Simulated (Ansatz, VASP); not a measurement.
**MgO: VASP beside Ansatz**

File INCAR:

```
ALGO     = Normal         # electronic algorithm
EDIFF    = 1E-6           # SCF threshold, eV
ENCUT    = 600            # plane-wave cutoff, eV
GGA      = PE             # functional
GGA_COMPAT= F            
ISIF     = 2              # what is computed and relaxed
ISMEAR   = 0              # smearing method
LASPH    = T              # aspherical terms in the spheres
LCHARG   = F              # write CHGCAR
LREAL    = F              # projectors in reciprocal space
LWAVE    = F              # write WAVECAR
NBANDS   = 11             # bands
NELM     = 120            # most SCF steps
PREC     = Accurate       # precision mode
SIGMA    = 0.01           # smearing width, eV
```

KPOINTS

```
k-points
0
Gamma
  8 8 8
```

POSCAR

```
MgO
1.0
    0.0000000000      2.0544118728      2.0544118728
    2.0544118728      0.0000000000      2.0544118728
    2.0544118728      2.0544118728      0.0000000000
Mg O
1 1
Direct
    0.0000000000      0.0000000000      0.0000000000
    0.5000000000      0.5000000000      0.5000000000
```

Input for Ansatz:

```yaml
crystal:
  lattice:
    - [0.0, 2.054411872824983, 2.054411872824983]
    - [2.054411872824983, 0.0, 2.054411872824983]
    - [2.054411872824983, 2.054411872824983, 0.0]
  atoms:
    - { symbol: Mg, position: [0.0, 0.0, 0.0] }
    - { symbol: O, position: [0.5, 0.5, 0.5] }
basis:
  ecutwfc: 500.0
kpoints:
  mp_grid:
    grid: [8, 8, 8]
hamiltonian:
  xc: pbe
  pseudopotentials:
    kind: paw
scf:
  occupations:
    method: fixed
output:
  stress: true
```

Alike in both runs: task single point; functional PBE; k mesh 8 × 8 × 8; no spin polarisation.

|  | VASP | Ansatz |
| --- | --- | --- |
| version | VASP 6.6.1 | Ansatz 0.2.0 |
| potentials or method | VASP PAW PBE potentials, release 64 (Mg, O), cutoff 600 eV | plane waves, PAW |
| occupations | gaussian, width 0.01 eV | fixed |
| valence electrons in the cell | 8 | 16 |

```csv
,VASP,Ansatz,Ansatz less VASP
pressure (GPa),18.2,19.2,+1.00
```

VASP's potentials hold 8 valence electrons a cell and Ansatz's 16, so a difference there can come from the potentials and not from the codes.
